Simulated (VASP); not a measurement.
Runs of VASP 6.6.1 on BAs. The structure is cubic, space group F-43m (No. 216). The conventional cell has a = 4.784 Å, b = 4.784 Å, c = 4.784 Å, α = 90.00°, β = 90.00°, γ = 90.00°. B (site symmetry -43m) has 4 As at 2.07 Å within 2.7 Å. As (site symmetry -43m) has 4 B at 2.07 Å within 2.7 Å. 

| k mesh | smearing | gap on the mesh (eV) | pressure (GPa) |
| --- | --- | --- | --- |
| 4 × 4 × 4 | gaussian 0.01 eV | 1.42 | (b) |
| 5 × 5 × 5 | gaussian 0.01 eV | 1.17 | (c) |
| 6 × 6 × 6 | methfessel-paxton 0.18 eV | 1.28 | 2.9 |
| 2 × 2 × 2 | gaussian 0.01 eV | (a) | 14.7 |

Alike in all rows: task single point; level PBE; potentials or basis VASP PAW PBE potentials, release 64 (B, As); no spin polarisation; cell as given; cutoff (eV) 500.

Problem. Estimate the missing entries.

Solution. (a) 1.29; (b) 3.4; (c) 3.0.

Caveats: some runs use coarse meshes.

A k mesh can miss the band edges, and the runs leave out spin-orbit coupling on As.
